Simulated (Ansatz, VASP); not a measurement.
## One calculation of Si2W, two programs

```
CELL_PARAMETERS angstrom
-1.61453 1.61453 3.93355
1.61453 -1.61453 3.93355
1.61453 1.61453 -3.93355
ATOMIC_POSITIONS crystal
Si 0.33456 0.33456 0.00000
Si 0.66544 0.66544 0.00000
W 0.00000 0.00000 0.00000
```

Alike in both runs: task single point; functional r2SCAN; k mesh 18 × 18 × 18; occupations gaussian, width 0.1 eV; no spin polarisation.

|  | VASP | Ansatz |
| --- | --- | --- |
| version | VASP 6.6.1 | Ansatz 0.2.0 |
| potentials or method | VASP PAW PBE potentials, release 64 (Si, W_sv), cutoff 520 eV | scalar-relativistic, plane waves, PAW |
| valence electrons in the cell | 22 | 22 |

Ansatz gave:

| Property | Result |
| --- | --- |
| gap on the k mesh at the Fermi level (eV) | none |
| pressure (GPa) | -4.4 |
| traceless stress, the component that is largest in VASP (GPa) | -1.18 |
| rms of the force components (eV/Å) | 0.047 |

Q: Which values does VASP return?

A: gap on the k mesh at the Fermi level (eV): none; pressure (GPa): -4.2; traceless stress, the component that is largest in VASP (GPa): -1.34; rms of the force components (eV/Å): 0.044.

VASP's potentials were made for PBE, not for r2SCAN. Atom by atom the forces differ by 0.004 eV/Å (rms over components). A gap of «none» marks a metal or a gap that the smearing closes. With one functional, cell and mesh, what is left measures potentials, basis and numerics.

Spin-orbit coupling is off throughout.
